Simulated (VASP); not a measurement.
# Ru (Fd-3m) in VASP: further runs, part 2 of 3

VASP 6.6.1.

## Step 3: Single point, r2SCAN, collinear spin, ferromagnetic start (17.45 Å³/atom)

This run uses another cell than the first one, of 17.45 Å³/atom.

POSCAR reads:

```
Ru
1.0
    0.0000000000      2.5936598324      2.5936598324
    2.5936598324      0.0000000000      2.5936598324
    2.5936598324      2.5936598324      0.0000000000
Ru
2
Direct
    0.1250000000      0.1250000000      0.1250000000
    0.8750000000      0.8750000000      0.8750000000
```

INCAR.step1 reads:

```
SYSTEM = Ru
PREC     = Accurate       ! precision mode
ENCUT    = 520            ! plane-wave cutoff, eV
ISMEAR   = -1             ! smearing method
SIGMA    = 0.05           ! smearing width, eV
LREAL    = .False.        ! projectors in reciprocal space
LASPH    = .True.         ! aspherical terms in the spheres
NELM     = 150            ! most SCF steps
ISPIN    = 2              ! spin polarisation
MAGMOM   = 1 1            ! initial moments
LMAXMIX  = 4              ! l up to which the mixer works
NBANDS   = 25             ! bands
GGA      = PE             ! functional
ALGO     = Normal         ! electronic algorithm
EDIFF    = 1E-4           ! SCF threshold, eV
LWAVE    = .True.         ! write WAVECAR
LCHARG   = .False.        ! write CHGCAR
```

INCAR.step2 reads:

```
SYSTEM = Ru
PREC     = Accurate       ! precision mode
ENCUT    = 520            ! plane-wave cutoff, eV
EDIFF    = 1E-6           ! SCF threshold, eV
ISMEAR   = -1             ! smearing method
SIGMA    = 0.05           ! smearing width, eV
LREAL    = .False.        ! projectors in reciprocal space
LASPH    = .True.         ! aspherical terms in the spheres
NELM     = 150            ! most SCF steps
ALGO     = Normal         ! electronic algorithm
ISIF     = 2              ! what is computed and relaxed
LWAVE    = .False.        ! write WAVECAR
LCHARG   = .False.        ! write CHGCAR
ISPIN    = 2              ! spin polarisation
MAGMOM   = 1 1            ! initial moments
LORBIT   = 11             ! projections on sites
LMAXMIX  = 4              ! l up to which the mixer works
METAGGA  = R2SCAN         ! meta-GGA
LMIXTAU  = .True.       
NBANDS   = 25             ! bands
ISTART   = 1
```

KPOINTS reads:

```
regular mesh
0
Gamma
  16 16 16
  0 0 0
```

Potentials or basis: VASP PAW PBE potentials, release 64 (Ru_pv).

Command:

```console
$ cat potpaw_PBE.64/Ru_pv/POTCAR > POTCAR
$ cp INCAR.step1 INCAR
$ mpirun -np 1 vasp_std > vasp.out
$ cp INCAR.step2 INCAR
$ mpirun -np 1 vasp_std > vasp.out
```

OUTCAR:

```text
SYSTEM = Ru
   PREC = Accurate
   ENCUT = 520
   EDIFF = 1E-6
   ISMEAR = -1
   LREAL = .False.
   LASPH = .True.
   NELM = 150
   ISIF = 2
   ISPIN = 2
   LORBIT = 11
   METAGGA = R2SCAN
   ISTART = 1

 ion  position               nearest neighbor table
   1  0.125  0.125  0.125-   2 2.25   2 2.25   2 2.25   2 2.25
   2  0.875  0.875  0.875-   1 2.25   1 2.25   1 2.25   1 2.25

  LATTYP: Found a face centered cubic cell.
 ALAT       =     5.1873196648

  Lattice vectors:

 A1 = (   0.0000000000,   2.5936598324,   2.5936598324)
 A2 = (   2.5936598324,   0.0000000000,   2.5936598324)
[... 1561 lines left out ...]
  external PRESSURE =     324.4383205 kB  Pullay stress =       0.0000000 kB

 VOLUME and BASIS-vectors are now :
 -----------------------------------------------------------------------------
  energy-cutoff  :      520.00
  volume of cell :       34.90
      direct lattice vectors                 reciprocal lattice vectors
     0.000000000  2.593659832  2.593659832    -0.192777786  0.192777786  0.192777786
     2.593659832  0.000000000  2.593659832     0.192777786 -0.192777786  0.192777786
     2.593659832  2.593659832  0.000000000     0.192777786  0.192777786 -0.192777786

 POSITION                                       TOTAL-FORCE (eV/Angst)
 -----------------------------------------------------------------------------------
      0.64841      0.64841      0.64841         0.000000      0.000000      0.000000
      4.53890      4.53890      4.53890        -0.000000     -0.000000     -0.000000
 -----------------------------------------------------------------------------------
    total drift:                                0.000000     -0.000000     -0.000000

  FREE ENERGIE OF THE ION-ELECTRON SYSTEM (eV)
  ---------------------------------------------------
  free  energy   TOTEN  =       -48.1034192424 eV

  energy  without entropy=      -48.0907449496  energy(sigma->0) =      -48.09708210

 total charge

# of ion       s       p       d       tot
------------------------------------------
    1        0.504   6.273   6.280  13.056
    2        0.504   6.273   6.280  13.056
--------------------------------------------------
tot          1.007  12.546  12.559  26.112

 magnetization (x)

# of ion       s       p       d       tot
------------------------------------------
    1        0.000   0.000  -0.000   0.000
    2        0.000   0.000  -0.000   0.000
--------------------------------------------------
tot          0.000   0.000  -0.000   0.000
```

OSZICAR.step1:

```text
N       E                     dE             d eps       ncg     rms          rms(c)
DAV:   1     0.298105865469E+03    0.29811E+03   -0.16932E+04 14524   0.120E+03
DAV:   2    -0.965328482622E+01   -0.30776E+03   -0.29495E+03 15064   0.383E+02
DAV:   3    -0.156819488244E+02   -0.60287E+01   -0.59914E+01 19485   0.610E+01
DAV:   4    -0.157176047576E+02   -0.35656E-01   -0.35613E-01 15290   0.489E+00
DAV:   5    -0.157178663927E+02   -0.26164E-03   -0.26159E-03 15761   0.408E-01    0.180E+01
DAV:   6    -0.155838482454E+02    0.13402E+00   -0.79748E-01 15472   0.733E+00    0.754E+00
DAV:   7    -0.155436832730E+02    0.40165E-01   -0.11434E-01 15029   0.244E+00    0.302E+00
DAV:   8    -0.155423239005E+02    0.13594E-02   -0.16940E-02 14985   0.103E+00    0.142E+00
DAV:   9    -0.155410541748E+02    0.12697E-02   -0.16750E-03 15944   0.303E-01    0.175E-01
DAV:  10    -0.155413113342E+02   -0.25716E-03   -0.36596E-04 15105   0.141E-01    0.470E-02
DAV:  11    -0.155413343799E+02   -0.23046E-04   -0.17031E-05  7559   0.367E-02
   1 F= -.15541334E+02 E0= -.15534641E+02  d E =-.133868E-01  mag=     0.0002
```

It took 17 min on 1 thread of Intel Xeon 8259CL, shared host; peak memory 0.31 GiB.

Results:

```
Free energy                                           : -48.1034 eV
Pressure                                              : 32.4 GPa
Band gap on the k mesh                                : zero (filled and empty bands overlap)
Net moment                                            : 0.00 μB per cell
Valence electrons inside the program's atomic spheres : Ru 13.06
```

Caveat: the cell stands under pressure; an empty level that is flat over the whole mesh can mark a ghost state of the potentials, or a narrow d or f band; the PAW data sets were made with another functional, which shifts forces and pressure a little.

## Step 4: Single point, r2SCAN, collinear spin, ferromagnetic start (19.83 Å³/atom)

POSCAR reads:

```
Ru
1.0
    0.0000000000      2.7065671530      2.7065671530
    2.7065671530      0.0000000000      2.7065671530
    2.7065671530      2.7065671530      0.0000000000
Ru
2
Direct
    0.1250000000      0.1250000000      0.1250000000
    0.8750000000      0.8750000000      0.8750000000
```

INCAR.step1 reads:

```
PREC = Accurate
ENCUT = 520
ISMEAR = -1
SIGMA = 0.05
LREAL = F
LASPH = T
NELM = 150
ISPIN = 2
MAGMOM = 1 1
LMAXMIX = 4
NBANDS = 25
GGA = PE
ALGO = Normal
EDIFF = 1E-4
LWAVE = T
LCHARG = F
```

INCAR.step2 reads:

```
PREC = Accurate
ENCUT = 520
EDIFF = 1E-7
ISMEAR = -1
SIGMA = 0.05
LREAL = F
LASPH = T
NELM = 150
ALGO = Normal
ISIF = 2
LWAVE = F
LCHARG = F
ISPIN = 2
MAGMOM = 1 1
LORBIT = 11
LMAXMIX = 4
METAGGA = R2SCAN
LMIXTAU = T
NBANDS = 25
ISTART = 1
```

KPOINTS reads:

```
regular mesh
0
Gamma
  11 11 11
```

Potentials or basis: VASP PAW PBE potentials, release 64 (Ru_pv).

Command:

```console
$ cat potpaw_PBE.64/Ru_pv/POTCAR > POTCAR
$ cp INCAR.step1 INCAR
$ mpirun -np 1 vasp_std > vasp.out
$ cp INCAR.step2 INCAR
$ mpirun -np 1 vasp_std > vasp.out
```

OUTCAR:

```text
PREC = Accurate
   ENCUT = 520
   EDIFF = 1E-7
   ISMEAR = -1
   LREAL = F
   LASPH = T
   NELM = 150
   ISIF = 2
   ISPIN = 2
   LORBIT = 11
   METAGGA = R2SCAN
   ISTART = 1

 ion  position               nearest neighbor table
   1  0.125  0.125  0.125-   2 2.34   2 2.34   2 2.34   2 2.34
   2  0.875  0.875  0.875-   1 2.34   1 2.34   1 2.34   1 2.34

  LATTYP: Found a face centered cubic cell.
 ALAT       =     5.4131343060

  Lattice vectors:

 A1 = (   0.0000000000,   2.7065671530,   2.7065671530)
 A2 = (   2.7065671530,   0.0000000000,   2.7065671530)
 A3 = (   2.7065671530,   2.7065671530,   0.0000000000)

Analysis of symmetry for initial positions (statically):
=====================================================================
 Subroutine PRICEL returns:
 Original cell was already a primitive cell.

 Routine SETGRP: Setting up the symmetry group for a
 face centered cubic supercell.

 Subroutine GETGRP returns: Found 48 space group operations
 (whereof 12 operations were pure point group operations)
 out of a pool of 48 trial point group operations.

The static configuration has the point symmetry D_3d.
 The point group associated with its full space group is O_h .

Analysis of symmetry for dynamics (positions and initial velocities):
=====================================================================
 Subroutine PRICEL returns:
 Original cell was already a primitive cell.

 Routine SETGRP: Setting up the symmetry group for a
 face centered cubic supercell.

 Subroutine GETGRP returns: Found 48 space group operations
 (whereof 12 operations were pure point group operations)
 out of a pool of 48 trial point group operations.

The dynamic configuration has the point symmetry D_3d.
 The point group associated with its full space group is O_h .

Analysis of structural, dynamic, and magnetic symmetry:
=====================================================================
 Subroutine PRICEL returns:
 Original cell was already a primitive cell.

 Routine SETGRP: Setting up the symmetry group for a
 face centered cubic supercell.

 Subroutine GETGRP returns: Found 48 space group operations
 (whereof 12 operations were pure point group operations)
 out of a pool of 48 trial point group operations.

The overall configuration has the point symmetry D_3d.
 The point group associated with its full space group is O_h .

 Subroutine INISYM returns: Found 48 space group operations
 (whereof 12 operations are pure point group operations),
 and found     1 'primitive' translations

----------------------------------------------------------------------------------------

                                     Primitive cell

  volume of cell :      39.6539

  direct lattice vectors                    reciprocal lattice vectors
     0.000000000  2.706567153  2.706567153    -0.184735856  0.184735856  0.184735856
     2.706567153  0.000000000  2.706567153     0.184735856 -0.184735856  0.184735856
     2.706567153  2.706567153  0.000000000     0.184735856  0.184735856 -0.184735856

  length of vectors
     3.827663975  3.827663975  3.827663975     0.319971889  0.319971889  0.319971889

  position of ions in fractional coordinates (direct lattice)
[... 70 lines left out ...]
   PREC   = accura    normal or accurate (medium, high low for compatibility)
   ISTART =      1    job   : 0-new  1-cont  2-samecut
   ICHARG =      0    charge: 1-file 2-atom 10-const
   ISPIN  =      2    spin polarized calculation?
   LNONCOLLINEAR =      F non collinear calculations
   LSORBIT =      F    spin-orbit coupling
   LASPH  =      T    aspherical Exc in radial PAW
   ENCUT  =  520.0 eV  38.22 Ry    6.18 a.u.   7.12  7.12  7.12*2*pi/ulx,y,z
   NELM   =    150;   NELMIN=  2; NELMDL=  0     # of ELM steps
   EDIFF  = 0.1E-06   stopping-criterion for ELM
   LREAL  =      F    real-space projection
   EDIFFG = 0.1E-05   stopping-criterion for IOM
   NSW    =      0    number of steps for IOM
   IBRION =     -1    ionic relax: 0-MD 1-quasi-New 2-CG
   NFREE  =      0    steps in history (QN), initial steepest desc. (CG)
   ISIF   =      2    stress and relaxation
   ISYM   =      2    0-nonsym 1-usesym 2-fastsym
   POTIM  = 0.5000    time-step for ionic-motion
   TEBEG  =    0.0;   TEEND  =   0.0 temperature during run
   PSTRESS=    0.0 pullay stress
   NELECT =      28.0000    total number of electrons
   NUPDOWN=      -1.0000    fix difference up-down
   EMIN   =  10.00;   EMAX   =-10.00  energy-range for DOS
   EFERMI =   0.00;   METHOD = LEGACY
   ISMEAR =    -1;   SIGMA  =   0.05  broadening in eV -4-tet -1-fermi 0-gaus
   EFERMI_NEDOS =   21; number of points for ismear=-14 and -15
   IALGO  =     38    algorithm
   IMIX   =      4    mixing-type and parameters
     AMIX     =   0.40;   BMIX     =  1.00
     AMIX_MAG =   1.60;   BMIX_MAG =  1.00
  volume/ion in A,a.u.               =      19.83       133.80
  Fermi-wavevector in a.u.,A,eV,Ry     =   1.457803  2.754847 28.914941  2.125188
  Thomas-Fermi vector in A             =   2.574561
   LORBIT       =     11    0 simple, 1 ext, 2 COOP (PROOUT), +10 PAW based schemes
   METAGGA = R2SCAN    functional components
   LHFCALC =     F    Hartree Fock is set to
   AEXX    =    0.0000 exact exchange contribution
   IVDW    =     0    specifies the selected vdW correction
   LEPSILON=     F    determine dielectric tensor
   LRPA    =     F    only Hartree local field effects (RPA)
 spin polarized calculation
  energy-cutoff  :      520.00
  volume of cell :       39.65
 maximum number of plane-waves:      1079
   NGX = 15   NGY = 15   NGZ = 15

 number of electron      27.9999986 magnetization       0.0000000

 number of electron      27.9999986 magnetization      -0.0000003

 Free energy of the ion-electron system (eV)
  ---------------------------------------------------
  ext. energy  EPLUGINS =         0.00000000
  ---------------------------------------------------
  free energy    TOTEN  =       -48.54555626 eV

  energy without entropy =      -48.53035719  energy(sigma->0) =      -48.53795673

 E-fermi :   7.2562     XC(G=0): -12.2504

 val. band max:        7.2482033527   @ k =   0.2727   0.1818   0.0000
 cond. band min:       7.3082221182   @ k =   0.3636   0.2727   0.0909
 fundamental gap:      0.0600187655
 Fermi energy:         7.2561700039

 spin component 1

 k-point     1 :       0.0000    0.0000    0.0000
  band No.  band energies     occupation
      1     -37.3622      1.00000
      2     -37.3622      1.00000
      3     -37.3622      1.00000
      4     -36.3572      1.00000
      5     -36.3572      1.00000
      6     -36.3572      1.00000
[... 661 lines left out ...]
     24      21.9621      0.00000
     25      22.1996      0.00000

 [... further k-points ...]

 spin component 2

 k-point     1 :       0.0000    0.0000    0.0000
  band No.  band energies     occupation
      1     -37.3622      1.00000
      2     -37.3622      1.00000
      3     -37.3622      1.00000
      4     -36.3572      1.00000
      5     -36.3572      1.00000
      6     -36.3572      1.00000
[... 661 lines left out ...]
     24      21.9621      0.00000
     25      22.1996      0.00000

 [... further k-points ...]

------------------------ aborting loop because EDIFF is reached ----------------------------------------

  FORCE on cell =-STRESS in cart. coord.  units (eV):
  Direction    XX          YY          ZZ          XY          YZ          ZX
  --------------------------------------------------------------------------------------
  -------------------------------------------------------------------------------------
  Total        0.2129791      0.2129791      0.2129791      0.0000000     -0.0000000     -0.0000000
  in kB        8.6052035      8.6052035      8.6052035      0.0000000     -0.0000000     -0.0000000
  external PRESSURE =       8.6052035 kB  Pullay stress =       0.0000000 kB

 VOLUME and BASIS-vectors are now :
 -----------------------------------------------------------------------------
  energy-cutoff  :      520.00
  volume of cell :       39.65
      direct lattice vectors                 reciprocal lattice vectors
     0.000000000  2.706567153  2.706567153    -0.184735856  0.184735856  0.184735856
     2.706567153  0.000000000  2.706567153     0.184735856 -0.184735856  0.184735856
     2.706567153  2.706567153  0.000000000     0.184735856  0.184735856 -0.184735856

 POSITION                                       TOTAL-FORCE (eV/Angst)
 -----------------------------------------------------------------------------------
      0.67664      0.67664      0.67664         0.000000     -0.000000      0.000000
      4.73649      4.73649      4.73649        -0.000000      0.000000     -0.000000
 -----------------------------------------------------------------------------------
    total drift:                                0.000000     -0.000000     -0.000000

  FREE ENERGIE OF THE ION-ELECTRON SYSTEM (eV)
  ---------------------------------------------------
  free  energy   TOTEN  =       -48.5455562599 eV

  energy  without entropy=      -48.5303571936  energy(sigma->0) =      -48.53795673

 total charge

# of ion       s       p       d       tot
------------------------------------------
    1        0.461   6.215   6.122  12.798
    2        0.461   6.215   6.122  12.798
--------------------------------------------------
tot          0.922  12.429  12.244  25.596

 magnetization (x)

# of ion       s       p       d       tot
------------------------------------------
    1        0.000  -0.000  -0.000  -0.000
    2        0.000  -0.000  -0.000  -0.000
--------------------------------------------------
tot          0.000  -0.000  -0.000  -0.000
```

OUTCAR.step1:

```text
PREC = Accurate
   ENCUT = 520
   ISMEAR = -1
   LREAL = F
   LASPH = T
   NELM = 150
[... 1588 lines left out ...]
 -----------------------------------------------------------------------------------
      0.67664      0.67664      0.67664         0.000000      0.000000      0.000000
      4.73649      4.73649      4.73649        -0.000000     -0.000000     -0.000000
 -----------------------------------------------------------------------------------
    total drift:                                0.000000     -0.000000     -0.000000

  FREE ENERGIE OF THE ION-ELECTRON SYSTEM (eV)
  ---------------------------------------------------
  free  energy   TOTEN  =       -16.0853334209 eV

  energy  without entropy=      -16.0693535982  energy(sigma->0) =      -16.07734351
```

OSZICAR.step1:

```text
N       E                     dE             d eps       ncg     rms          rms(c)
DAV:   1     0.290332130723E+03    0.29033E+03   -0.16889E+04  5600   0.117E+03
DAV:   2    -0.106197430446E+02   -0.30095E+03   -0.28870E+03  5780   0.372E+02
DAV:   3    -0.163377342253E+02   -0.57180E+01   -0.56741E+01  7472   0.585E+01
DAV:   4    -0.163749696617E+02   -0.37235E-01   -0.37188E-01  6246   0.485E+00
DAV:   5    -0.163752664032E+02   -0.29674E-03   -0.29622E-03  6380   0.420E-01    0.133E+01
DAV:   6    -0.161107796754E+02    0.26449E+00   -0.12546E+00  6172   0.896E+00    0.441E+00
DAV:   7    -0.160913140269E+02    0.19466E-01   -0.93098E-02  5917   0.210E+00    0.215E+00
DAV:   8    -0.160865900303E+02    0.47240E-02   -0.10340E-02  6006   0.838E-01    0.118E+00
DAV:   9    -0.160850322412E+02    0.15578E-02   -0.21058E-03  6102   0.334E-01    0.154E-01
DAV:  10    -0.160853068056E+02   -0.27456E-03   -0.30561E-04  5970   0.136E-01    0.520E-02
DAV:  11    -0.160853334209E+02   -0.26615E-04   -0.18924E-05  2933   0.330E-02
   1 F= -.16085333E+02 E0= -.16077344E+02  d E =-.159798E-01  mag=     0.0018
```

It took 2.5 min on 1 thread of Intel Xeon 6975P-C (Granite Rapids), shared host; peak memory 0.23 GiB.

Results:

* Free energy: -48.5456 eV
* Pressure: 0.9 GPa
* Band gap on the k mesh: zero (filled and empty bands overlap)
* Net moment: 0.00 μB per cell
* Valence electrons inside the program's atomic spheres: Ru 12.80

Levels at points of the mesh, in eV from the Fermi level:
Spin up:
```
           k point  band 11  band 12  band 13  band 14  band 15  band 16  band 17  band 18
(0.00, 0.00, 0.00)    -3.47    -3.47    -0.46    -0.46    -0.46     1.97     1.97     9.01
```
Spin down:
```csv
k point,band 12,band 13,band 14,band 15,band 16,band 17
"(0.00, 0.00, 0.00)",-3.47,-0.46,-0.46,-0.46,1.97,1.97
```

Caveat: an empty level that is flat over the whole mesh can mark a ghost state of the potentials, or a narrow d or f band; the PAW data sets were made with another functional, which shifts forces and pressure a little.

(Part 2 of 3 ends here.)
